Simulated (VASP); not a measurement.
# MgPb2N2 (P-3m1) in VASP: notebook, part 2 of 2

VASP 6.6.1. The steps go on from the part before.

## (3) Single point, PBE+D3(BJ)

This run uses another cell than the first one, of 17.66 Å³/atom.

Input file INCAR:

```
SYSTEM = MgPb2N2
ALGO     = Normal         ! electronic algorithm
EDIFF    = 1E-6           ! SCF threshold, eV
ENCUT    = 520            ! plane-wave cutoff, eV
GGA      = PE             ! functional
ISIF     = 2              ! what is computed and relaxed
ISMEAR   = 0              ! smearing method
IVDW     = 12             ! dispersion correction
LASPH    = .TRUE.         ! aspherical terms in the spheres
LCHARG   = .FALSE.        ! write CHGCAR
LREAL    = .FALSE.        ! projectors in reciprocal space
LWAVE    = .FALSE.        ! write WAVECAR
NBANDS   = 28             ! bands
NELM     = 60             ! most SCF steps
PREC     = Accurate       ! precision mode
SIGMA    = 0.01           ! smearing width, eV
```

Input file KPOINTS:

```
k-points
0
G
  6 6 2
  0 0 0
```

Input file POSCAR:

```
MgPb2N2
1.0
    3.3459000564      0.0000000000      0.0000000000
   -1.6729500282      2.8976413498      0.0000000000
    0.0000000000      0.0000000000      9.1101479432
Mg Pb N
1 2 2
Direct
    0.0000000000      0.0000000000      0.0000000000
    0.6666666667      0.3333333333      0.2865500000
    0.3333333333      0.6666666667      0.7134500000
    0.6666666667      0.3333333333      0.8618200000
    0.3333333333      0.6666666667      0.1381800000
```

Potentials or basis: VASP PAW PBE potentials, release 64 (Mg, Pb_d, N).

Command:

```
$ cat potpaw_PBE.64/Mg/POTCAR potpaw_PBE.64/Pb_d/POTCAR potpaw_PBE.64/N/POTCAR > POTCAR
$ mpirun -np 1 vasp_std > vasp.out
```

OUTCAR:

```text
SYSTEM = MgPb2N2
   EDIFF = 1E-6
   ENCUT = 520
   GGA = PE
   ISIF = 2
   ISMEAR = 0
   IVDW = 12
   LASPH = .TRUE.
   LREAL = .FALSE.
   NELM = 60
   PREC = Accurate
 IVDW          = 12

 ion  position               nearest neighbor table
   1  0.000  0.000  0.000-   4 2.31   5 2.31   4 2.31   5 2.31   4 2.31   5 2.31   2 3.25   3 3.25
                             3 3.25   2 3.25   2 3.25   3 3.25
   2  0.667  0.333  0.287-   5 2.36   5 2.36   5 2.36   1 3.25   1 3.25   1 3.25
   3  0.333  0.667  0.713-   4 2.36   4 2.36   4 2.36   1 3.25   1 3.25   1 3.25
   4  0.667  0.333  0.862-   1 2.31   1 2.31   1 2.31   3 2.36   3 2.36   3 2.36
   5  0.333  0.667  0.138-   1 2.31   1 2.31   1 2.31   2 2.36   2 2.36   2 2.36

  LATTYP: Found a hexagonal cell.
 ALAT       =     3.3459000564
 C/A-ratio  =     2.7227794583

  Lattice vectors:

 A1 = (   3.3459000564,   0.0000000000,   0.0000000000)
 A2 = (  -1.6729500282,   2.8976413498,   0.0000000000)
 A3 = (   0.0000000000,   0.0000000000,   9.1101479432)

Analysis of symmetry for initial positions (statically):
=====================================================================
 Subroutine PRICEL returns:
 Original cell was already a primitive cell.

 Routine SETGRP: Setting up the symmetry group for a
 hexagonal supercell.

[... 167 lines left out ...]
 Fermi energy:         6.1679746086

 k-point     1 :       0.0000    0.0000    0.0000
  band No.  band energies     occupation
      1     -10.4979      2.00000
      2     -10.4979      2.00000
      3     -10.4971      2.00000
      4     -10.4971      2.00000
      5     -10.4839      2.00000
      6     -10.4793      2.00000
[... 423 lines left out ...]
     27      13.8795      0.00000
     28      14.2936      0.00000

------------------------ aborting loop because EDIFF is reached ----------------------------------------

 Edisp (eV)   -1.55791

 E8    (eV) :    -0.6964

  FORCE on cell =-STRESS in cart. coord.  units (eV):
  Direction    XX          YY          ZZ          XY          YZ          ZX
  --------------------------------------------------------------------------------------
  -------------------------------------------------------------------------------------
  Total       0.29312     0.29312     0.27818     0.00000     0.00000     0.00000
  in kB       5.31705     5.31708     5.04606     0.00000     0.00000     0.00000
  external pressure =        5.23 kB  Pullay stress =        0.00 kB

 VOLUME and BASIS-vectors are now :
 -----------------------------------------------------------------------------
  energy-cutoff  :      520.00
  volume of cell :       88.32
      direct lattice vectors                 reciprocal lattice vectors
     3.345900056  0.000000000  0.000000000     0.298873243  0.172554136  0.000000000
    -1.672950028  2.897641350  0.000000000     0.000000000  0.345108272  0.000000000
     0.000000000  0.000000000  9.110147943     0.000000000  0.000000000  0.109767701

 POSITION                                       TOTAL-FORCE (eV/Angst)
 -----------------------------------------------------------------------------------
      0.00000      0.00000      0.00000        -0.000000      0.000000      0.000000
      1.67295      0.96588      2.61051         0.000000      0.000000      0.348956
     -0.00000      1.93176      6.49964        -0.000000     -0.000000     -0.348956
      1.67295      0.96588      7.85131         0.000000      0.000000      0.190278
     -0.00000      1.93176      1.25884        -0.000000     -0.000000     -0.190278
 -----------------------------------------------------------------------------------
    total drift:                                0.000000     -0.000000      0.000000

  FREE ENERGIE OF THE ION-ELECTRON SYSTEM (eV)
  ---------------------------------------------------
  free  energy   TOTEN  =       -26.5462140526 eV

  energy  without entropy=      -26.5462140526  energy(sigma->0) =      -26.54621405
```

OSZICAR:

```text
N       E                     dE             d eps       ncg     rms          rms(c)
DAV:   1     0.442724043865E+03    0.44272E+03   -0.19516E+04   796   0.163E+03
DAV:   2     0.294049516063E+02   -0.41332E+03   -0.39702E+03   816   0.438E+02
DAV:   3    -0.277554523139E+02   -0.57160E+02   -0.55049E+02  1012   0.174E+02
DAV:   4    -0.306238003321E+02   -0.28683E+01   -0.28530E+01   992   0.406E+01
DAV:   5    -0.307121507650E+02   -0.88350E-01   -0.88290E-01  1008   0.781E+00    0.126E+01
DAV:   6    -0.251684289671E+02    0.55437E+01   -0.34442E+01  1344   0.521E+01    0.547E+00
DAV:   7    -0.250302387362E+02    0.13819E+00   -0.54399E+00   904   0.129E+01    0.331E+00
DAV:   8    -0.250185429648E+02    0.11696E-01   -0.41133E-01   964   0.363E+00    0.198E+00
DAV:   9    -0.249900280261E+02    0.28515E-01   -0.86882E-02  1052   0.219E+00    0.450E-01
DAV:  10    -0.249888246714E+02    0.12034E-02   -0.33118E-02  1264   0.130E+00    0.234E-01
DAV:  11    -0.249882885352E+02    0.53614E-03   -0.61236E-03  1120   0.502E-01    0.897E-02
DAV:  12    -0.249883574952E+02   -0.68960E-04   -0.83702E-04  1060   0.202E-01    0.521E-02
DAV:  13    -0.249883055452E+02    0.51950E-04   -0.21066E-04  1152   0.117E-01    0.217E-02
DAV:  14    -0.249883060988E+02   -0.55367E-06   -0.48842E-05   900   0.338E-02    0.375E-03
DAV:  15    -0.249883062329E+02   -0.13410E-06   -0.22598E-06   692   0.153E-02
   1 F= -.26546214E+02 E0= -.26546214E+02  d E =-.348954E-12
```

Wall time 1.8 min (1 thread of Intel Xeon 8259CL, shared host); peak memory 0.24 GiB.

What came out:

```
Free energy                : -26.5462 eV
Pressure                   : 0.5 GPa
Largest force              : 0.349 eV/Å
Band gap on the k mesh     : 0.73 eV (least direct gap 0.77 eV)
Dispersion energy per atom : -0.312 eV
```

Forces on the atoms (eV/Å):
```
Mg   0.000  0.000  0.000
Pb   0.000  0.000  0.349
Pb   0.000  0.000 -0.349
N    0.000  0.000  0.190
N    0.000  0.000 -0.190
```

Levels at points of the mesh, in eV from the valence-band top:
```tsv
k point	band 17	band 18	band 19	band 20	band 21	band 22	band 23	band 24
(0.00, 0.00, 0.00)	-1.03	-0.69	-0.69	0.00	0.77	2.90	7.43	8.06
(0.50, 0.00, 0.00)	-2.41	-2.12	-1.65	-1.27	0.98	1.57	4.18	5.04
(0.00, 0.00, 0.50)	-1.03	-1.03	-0.69	-0.69	1.80	2.71	7.24	7.91
(0.50, 0.00, 0.50)	-2.46	-2.10	-1.67	-1.32	0.73	2.17	3.56	5.98
```

Caveat: spin-orbit coupling is left out, which moves the levels of the heavy elements. A k mesh can miss the band edges.

## (4) Single point, PBE+D3(BJ)

This run uses another cell than the first one, of 18.03 Å³/atom.

Input file INCAR:

```
PREC     = Accurate       # precision mode
ENCUT    = 520            # plane-wave cutoff, eV
EDIFF    = 1E-6           # SCF threshold, eV
ISMEAR   = 0              # smearing method
SIGMA    = 0.01           # smearing width, eV
LREAL    = F              # projectors in reciprocal space
LASPH    = T              # aspherical terms in the spheres
NELM     = 100            # most SCF steps
ALGO     = Normal         # electronic algorithm
ISIF     = 2              # what is computed and relaxed
LWAVE    = F              # write WAVECAR
LCHARG   = F              # write CHGCAR
GGA      = PE             # functional
IVDW     = 12             # dispersion correction
NBANDS   = 28             # bands
```

Input file KPOINTS:

```
regular mesh
0
Gamma
  6 6 2
```

Changes to POSCAR since step 3:

```diff
@@ -2,5 +2,5 @@
 1.0
-    3.3459000564      0.0000000000      0.0000000000
-   -1.6729500282      2.8976413498      0.0000000000
-    0.0000000000      0.0000000000      9.1101479432
+    3.3689759584      0.0000000000      0.0000000000
+   -1.6844879792      2.9176257147      0.0000000000
+    0.0000000000      0.0000000000      9.1729785351
 Mg Pb N
```

Potentials or basis: VASP PAW PBE potentials, release 64 (Mg, Pb_d, N).

Command:

```
$ cat potpaw_PBE.64/Mg/POTCAR potpaw_PBE.64/Pb_d/POTCAR potpaw_PBE.64/N/POTCAR > POTCAR
$ mpirun -np 1 vasp_std > vasp.out
```

OUTCAR:

```text
PREC = Accurate
   ENCUT = 520
   EDIFF = 1E-6
   ISMEAR = 0
   LREAL = F
   LASPH = T
   NELM = 100
   ISIF = 2
   GGA = PE
   IVDW = 12
 IVDW          = 12

 ion  position               nearest neighbor table
   1  0.000  0.000  0.000-   4 2.32   5 2.32   4 2.32   5 2.32   4 2.32   5 2.32   2 3.27   3 3.27
                             3 3.27   2 3.27   2 3.27   3 3.27
   2  0.667  0.333  0.287-   5 2.37   5 2.37   5 2.37   1 3.27   1 3.27   1 3.27
[... 631 lines left out ...]
  FORCE on cell =-STRESS in cart. coord.  units (eV):
  Direction    XX          YY          ZZ          XY          YZ          ZX
  --------------------------------------------------------------------------------------
  -------------------------------------------------------------------------------------
  Total      -0.74250    -0.74250    -0.68504    -0.00000     0.00000     0.00000
  in kB     -13.19375   -13.19382   -12.17273    -0.00000     0.00000     0.00000
  external pressure =      -12.85 kB  Pullay stress =        0.00 kB

 VOLUME and BASIS-vectors are now :
 -----------------------------------------------------------------------------
  energy-cutoff  :      520.00
  volume of cell :       90.16
      direct lattice vectors                 reciprocal lattice vectors
     3.368975958  0.000000000  0.000000000     0.296826102  0.171372221  0.000000000
    -1.684487979  2.917625715  0.000000000     0.000000000  0.342744443  0.000000000
     0.000000000  0.000000000  9.172978535     0.000000000  0.000000000  0.109015844

 POSITION                                       TOTAL-FORCE (eV/Angst)
 -----------------------------------------------------------------------------------
      0.00000      0.00000      0.00000         0.000000      0.000000      0.000000
      1.68449      0.97254      2.62852        -0.000000      0.000000      0.127657
     -0.00000      1.94508      6.54446        -0.000000     -0.000000     -0.127657
      1.68449      0.97254      7.90546         0.000000     -0.000000      0.093186
     -0.00000      1.94508      1.26752         0.000000      0.000000     -0.093186
 -----------------------------------------------------------------------------------
    total drift:                                0.000000     -0.000000      0.000000

  FREE ENERGIE OF THE ION-ELECTRON SYSTEM (eV)
  ---------------------------------------------------
  free  energy   TOTEN  =       -26.5429224111 eV

  energy  without entropy=      -26.5429224111  energy(sigma->0) =      -26.54292241
```

OSZICAR:

```text
N       E                     dE             d eps       ncg     rms          rms(c)
DAV:   1     0.435353210027E+03    0.43535E+03   -0.19355E+04   784   0.160E+03
DAV:   2     0.250446316835E+02   -0.41031E+03   -0.39501E+03   816   0.422E+02
DAV:   3    -0.279338162412E+02   -0.52978E+02   -0.51364E+02  1040   0.167E+02
DAV:   4    -0.306496703783E+02   -0.27159E+01   -0.26997E+01   976   0.386E+01
DAV:   5    -0.307359207052E+02   -0.86250E-01   -0.86200E-01  1012   0.744E+00    0.126E+01
DAV:   6    -0.252547500348E+02    0.54812E+01   -0.35489E+01  1340   0.520E+01    0.568E+00
DAV:   7    -0.250577303091E+02    0.19702E+00   -0.56252E+00   904   0.129E+01    0.331E+00
DAV:   8    -0.250495678725E+02    0.81624E-02   -0.43925E-01   972   0.369E+00    0.198E+00
DAV:   9    -0.250197257525E+02    0.29842E-01   -0.91739E-02  1056   0.219E+00    0.520E-01
DAV:  10    -0.250176296571E+02    0.20961E-02   -0.37973E-02  1252   0.134E+00    0.224E-01
DAV:  11    -0.250172187027E+02    0.41095E-03   -0.62777E-03  1052   0.488E-01    0.921E-02
DAV:  12    -0.250172881976E+02   -0.69495E-04   -0.95533E-04  1092   0.208E-01    0.582E-02
DAV:  13    -0.250172290828E+02    0.59115E-04   -0.23339E-04  1164   0.121E-01    0.237E-02
DAV:  14    -0.250172295227E+02   -0.43987E-06   -0.53295E-05   880   0.348E-02    0.409E-03
DAV:  15    -0.250172297314E+02   -0.20871E-06   -0.21170E-06   684   0.149E-02
   1 F= -.26542922E+02 E0= -.26542922E+02  d E =-.690928E-59
```

stdout:

```text
POSCAR found type information on POSCAR MgPbN
 POSCAR found :  3 types and       5 ions
 scaLAPACK will be used
 LDA part: xc-table for (Slater+PW92), standard interpolation
 POSCAR, INCAR and KPOINTS ok, starting setup
 FFT: planning ... GRIDC
 FFT: planning ... GRID_SOFT
 FFT: planning ... GRID
 WAVECAR not read
 entering main loop
```

It took 88 s on 1 thread of Intel Xeon 8259CL, shared host; peak memory 0.25 GiB.

What came out:

* Free energy: -26.5429 eV
* Pressure: -1.3 GPa
* Largest force: 0.128 eV/Å
* Band gap on the k mesh: 0.69 eV
* Dispersion energy per atom: -0.305 eV

Forces in eV/Å, atoms in the order of the input:
```
Mg   0.000  0.000  0.000
Pb   0.000  0.000  0.128
Pb   0.000  0.000 -0.128
N    0.000  0.000  0.093
N    0.000  0.000 -0.093
```

Stress tensor (GPa, compression positive):
```
-1.32  0.00  0.00
 0.00 -1.32  0.00
 0.00  0.00 -1.22
```

Levels at points of the mesh, in eV from the valence-band top:
| k point | band 18 | band 19 | band 20 | band 21 | band 22 | band 23 |
| --- | --- | --- | --- | --- | --- | --- |
| (0.00, 0.00, 0.00) | -0.66 | -0.66 | 0.00 | 0.69 | 2.83 | 7.26 |
| (0.50, 0.00, 0.00) | -2.07 | -1.61 | -1.26 | 0.96 | 1.53 | 4.09 |
| (0.00, 0.00, 0.50) | -0.99 | -0.66 | -0.66 | 1.74 | 2.61 | 7.13 |
| (0.50, 0.00, 0.50) | -2.05 | -1.62 | -1.32 | 0.70 | 2.13 | 3.48 |

Caveat: spin-orbit coupling is left out, which moves the levels of the heavy elements. A k mesh can miss the band edges.

## (5) Single point, PBE+D3(BJ)

This run uses another cell than the first one, of 18.40 Å³/atom.

Input file INCAR:

```
PREC = Accurate
ENCUT = 520
EDIFF = 1E-6
ISMEAR = 0
SIGMA = 0.01
LREAL = F
LASPH = T
NELM = 80
ALGO = Normal
ISIF = 2
LWAVE = F
LCHARG = T
GGA = PE
IVDW = 12
LELF = T
LVHAR = T
NBANDS = 28
```

Input file KPOINTS:

```
Automatic mesh
0
Gamma
  6 6 2
```

Changes to POSCAR since step 4:

```diff
@@ -2,5 +2,5 @@
 1.0
-    3.3689759584      0.0000000000      0.0000000000
-   -1.6844879792      2.9176257147      0.0000000000
-    0.0000000000      0.0000000000      9.1729785351
+    3.3917400000      0.0000000000      0.0000000000
+   -1.6958700000      2.9373400000      0.0000000000
+    0.0000000000      0.0000000000      9.2349600000
 Mg Pb N
```

Command:

```
$ cat potpaw_PBE.64/Mg/POTCAR potpaw_PBE.64/Pb_d/POTCAR potpaw_PBE.64/N/POTCAR > POTCAR
$ mpirun -np 1 vasp_std > vasp.out
```

Run time: 80 s. Hardware: 1 thread of Intel Xeon 8259CL, shared host; peak memory 0.25 GiB.

Results (log left out):

```
Free energy                : -26.5199 eV
Pressure                   : -2.9 GPa
Largest force              : 0.077 eV/Å
Band gap on the k mesh     : 0.61 eV
Dispersion energy per atom : -0.299 eV
```

Forces in eV/Å, atoms in the order of the input:
```
Mg   0.000  0.000  0.000
Pb   0.000  0.000 -0.077
Pb   0.000  0.000  0.077
N    0.000  0.000  0.004
N    0.000  0.000 -0.004
```

Stress tensor (GPa, compression positive):
```
-2.97  0.00  0.00
 0.00 -2.97  0.00
 0.00  0.00 -2.76
```

Levels at points of the mesh, in eV from the valence-band top:
```
           k point  band 17  band 18  band 19  band 20  band 21  band 22  band 23  band 24
(0.00, 0.00, 0.00)    -0.96    -0.64    -0.64     0.00     0.61     2.76     7.10     7.74
(0.50, 0.00, 0.00)    -2.43    -2.02    -1.56    -1.25     0.93     1.50     4.00     4.85
(0.00, 0.00, 0.50)    -0.96    -0.96    -0.64    -0.64     1.69     2.52     7.03     7.60
(0.50, 0.00, 0.50)    -2.42    -2.01    -1.58    -1.32     0.67     2.09     3.40     5.74
```

Caveat: spin-orbit coupling is left out, which moves the levels of the heavy elements. A k mesh can miss the band edges.

## (6) The runs side by side

```tsv
cell	gap on the mesh (eV)	pressure (GPa)	largest force (eV/Å)
a = 3.323, b = 3.323, c = 9.046 Å, angles 90.0, 90.0, 120.0°, 5 atoms	0.76	2.5	0.59
a = 3.346, b = 3.346, c = 9.110 Å, angles 90.0, 90.0, 120.0°, 5 atoms	0.73	0.5	0.35
a = 3.369, b = 3.369, c = 9.173 Å, angles 90.0, 90.0, 120.0°, 5 atoms	0.69	-1.3	0.13
a = 3.392, b = 3.392, c = 9.235 Å, angles 90.0, 90.0, 120.0°, 5 atoms	0.61	-2.9	0.08
```

Alike in all rows: task single point; level PBE+D3(BJ); potentials or basis VASP PAW PBE potentials, release 64 (Mg, Pb_d, N); no spin polarisation; k mesh 6 × 6 × 2; cutoff (eV) 520; smearing gaussian 0.01 eV.

Caveats: spin-orbit coupling is left out, which moves the levels of the heavy elements.

Total energies depend on the potentials used, so only differences within one code and one set of settings carry meaning.
